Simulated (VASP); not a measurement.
Wanted: the native input for a VASP 6.6.1 run.

```yaml
Task: single point
Functional: PBEsol
Potentials_or_basis: VASP PAW PBE potentials, release 64 (Ti_sv)
Cutoff: 520 eV
k_mesh: 12 × 12 × 14
Occupations: gaussian, width 0.15 eV
Spin: no spin polarisation
Dipole_correction: no
Further_INCAR_settings: ALGO = Fast; EDIFF = 1e-06; NBANDS = 25
```

The structure of Ti lies in POSCAR:

```
Ti
1.0
    4.5962000000      0.0000000000      0.0000000000
   -2.2981000000      3.9804259609      0.0000000000
    0.0000000000      0.0000000000      2.8823000000
Ti
3
Direct
    0.0000000000      0.0000000000      0.0000000000
    0.3333333333      0.6666666667      0.5000000000
    0.6666666667      0.3333333333      0.5000000000
```

One way to write it, as run:

INCAR

```
SYSTEM = Ti
  PREC = Accurate
  ENCUT = 520
  EDIFF = 1E-6
  ISMEAR = 0
  SIGMA = 0.15
  LREAL = .FALSE.
  LASPH = .TRUE.
  NELM = 100
  ALGO = Fast
  ISIF = 2
  LWAVE = .FALSE.
  LCHARG = .FALSE.
  GGA = PS
  NBANDS = 25
```

KPOINTS

```
regular mesh
0
G
  12 12 14
  0 0 0
```

Potentials or basis: VASP PAW PBE potentials, release 64 (Ti_sv).

Launch:

```bash
$ cat potpaw_PBE.64/Ti_sv/POTCAR > POTCAR
$ mpirun -np 1 vasp_std > vasp.out
```

It gave:

The pressure is -7.1 GPa. The band gap on the k mesh is zero (band 18 reaches 8.19 eV, above the bottom of band 19 at 7.90 eV).

Caveat: the PAW data sets were made with another functional, which shifts forces and pressure a little.

Wall time 4.4 min on 1 thread of Intel(R) Xeon(R) 6975P-C (Granite Rapids), with other jobs on the host, peak memory 0.28 GiB.
